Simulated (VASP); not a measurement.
Al16Co, 17 atoms in the cell. The cell holds a slab with vacuum, 17 atoms: a = 8.100 Å, b = 5.728 Å, c = 17.296 Å, α = 90.00°, β = 90.00°, γ = 90.00°. 

```yaml
Program: VASP 6.6.1
Task: single point
Functional: PBE
Dispersion: D3(BJ)
Potentials_or_basis: VASP PAW PBE potentials, release 64 (Al, Co)
Cutoff: 520 eV
k_mesh: 3 × 4 × 1
Occupations: gaussian, width 0.1 eV
Spin: collinear spin, zero start
Starting_moments: "[0.0, 0.0, 0.0, 0.0, 0.0, 0.0, 0.0, 0.0, 0.0, 0.0, 0.0, 0.0, 0.0, 0.0, 0.0, 0.0, 0.0] μB"
Dipole_correction: no
Further_INCAR_settings: LREAL = Auto; ALGO = Normal; EDIFF = 1e-07; NBANDS = 46
```

Potentials or basis: VASP PAW PBE potentials, release 64 (Al, Co).

The run is started by

```bash
$ cat potpaw_PBE.64/Al/POTCAR potpaw_PBE.64/Co/POTCAR > POTCAR
$ mpirun -np 1 vasp_std > vasp.out
```

Hardware: 1 thread of AMD EPYC 9R45 96-Core Processor (Zen 5), on a shared host.

**Question.** How long does it take, and how much memory?

**Answer.** Run time: 13 min on 1 thread of AMD EPYC 9R45 96-Core Processor (Zen 5) (shared host), peak memory 1.2 GiB. Counts: scf iterations 29, k points 7.
